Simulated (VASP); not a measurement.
MoS2, 6 atoms in the cell. Symmetry: P6_3/mmc, No. 194, hexagonal system. The conventional cell has a = 3.149 Å, b = 3.149 Å, c = 12.089 Å, α = 90.00°, β = 90.00°, γ = 120.00°. Within 3.2 Å of Mo (site symmetry -6m2) lie 6 S at 2.40 Å and 6 Mo at 3.15 Å. Within 3.2 Å of S (site symmetry 3m) lie 3 Mo at 2.40 Å and 7 S at 3.13 to 3.15 Å. 

- Program: VASP 6.6.1
- Task: single point
- Functional: PBE
- Dispersion: D3(BJ)
- Potentials or basis: VASP PAW PBE potentials, release 64 (Mo_sv, S)
- Cutoff: 520 eV
- k mesh: 15 × 15 × 4
- Occupations: gaussian, width 0.02 eV
- Spin: no spin polarisation
- Dipole correction: no
- Further INCAR settings: ALGO = Normal; EDIFF = 1e-07; NBANDS = 35

Potentials or basis: VASP PAW PBE potentials, release 64 (Mo_sv, S).

Launch:

```console
$ cat potpaw_PBE.64/Mo_sv/POTCAR potpaw_PBE.64/S/POTCAR > POTCAR
$ mpirun -np 1 vasp_std > vasp.out
```

Hardware: 1 thread of AMD EPYC 7R43 64-Core Processor (Zen 3) (shared host).

Task: How long does it take, and how much memory?

Result: Run time: 5.7 min on 1 thread of AMD EPYC 7R43 64-Core Processor (Zen 3) (shared host), peak memory 0.34 GiB. Counts: scf iterations 16, k points 81.
